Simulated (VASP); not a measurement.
Write the native input for VASP 6.6.1 that does the following.

```yaml
Task: single point
Functional: PBE
Potentials_or_basis: VASP PAW PBE potentials, release 64 (Au)
Cutoff: 520 eV
k_mesh: 8 × 8 × 11
Occupations: fermi-dirac, width 0.08 eV
Spin: no spin polarisation
Dipole_correction: no
Further_INCAR_settings: ALGO = Normal; EDIFF = 1e-06; NBANDS = 24
```

The structure of Au lies in POSCAR:

```
Au
1.0
    4.7293444166      0.0000000000      0.0000000000
   -2.3646722083      4.0957324080      0.0000000000
    0.0000000000      0.0000000000      2.8257848490
Au
3
Direct
    0.0000000000      0.0000000000      0.0000000000
    0.3333333333      0.6666666667      0.5000000000
    0.6666666667      0.3333333333      0.5000000000
```

One way to write it, as run:

INCAR

```
SYSTEM = Au
PREC = Accurate
ENCUT = 520
EDIFF = 1E-6
ISMEAR = -1
SIGMA = 0.08
LREAL = .FALSE.
LASPH = .TRUE.
NELM = 100
ALGO = Normal
ISIF = 2
LWAVE = .FALSE.
LCHARG = .FALSE.
GGA = PE
NBANDS = 24
```

KPOINTS

```
Automatic mesh
0
G
  8 8 11
  0 0 0
```

Potentials or basis: VASP PAW PBE potentials, release 64 (Au).

The run is started by

```bash
$ cat potpaw_PBE.64/Au/POTCAR > POTCAR
$ mpirun -np 1 vasp_std > vasp.out
```

Results of the run:

```yaml
Pressure: 0.6 GPa
```

Wall time 21 s on 1 thread of Intel(R) Xeon(R) 6975P-C (Granite Rapids) (shared host), peak memory 0.21 GiB.
